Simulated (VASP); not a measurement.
A run of VASP 6.6.1:

The input INCAR:

```
SYSTEM = Ga
PREC = Accurate
ENCUT = 520
EDIFF = 1E-7
ISMEAR = 0
SIGMA = 0.1
LREAL = .FALSE.
LASPH = .TRUE.
NELM = 100
ALGO = Normal
ISIF = 2
LWAVE = .FALSE.
LCHARG = .TRUE.
GGA = PE
LELF = .TRUE.
LVHAR = .TRUE.
NBANDS = 12
```

File KPOINTS:

```
regular mesh
0
G
  20 20 20
  0 0 0
```

The input POSCAR:

```
Ga
1.0
    2.7167314578      0.0000000000      0.0000000000
    0.0000000000      2.7167314578      0.0000000000
    0.0000000000      0.0000000000      2.7167314578
Ga
1
Direct
    0.0000000000      0.0000000000      0.0000000000
```

Potentials or basis: VASP PAW PBE potentials, release 64 (Ga_d).

Run with:

```bash
$ cat potpaw_PBE.64/Ga_d/POTCAR > POTCAR
$ mpirun -np 1 vasp_std > vasp.out
```

Hardware: 1 thread of Intel(R) Xeon(R) 6975P-C (Granite Rapids) (shared host).

**Question.** Estimate the wall time of this run.

**Answer.** Run time: 18 s on 1 thread of Intel(R) Xeon(R) 6975P-C (Granite Rapids), on a shared host, peak memory 0.17 GiB. Counts: scf iterations 12, k points 286.
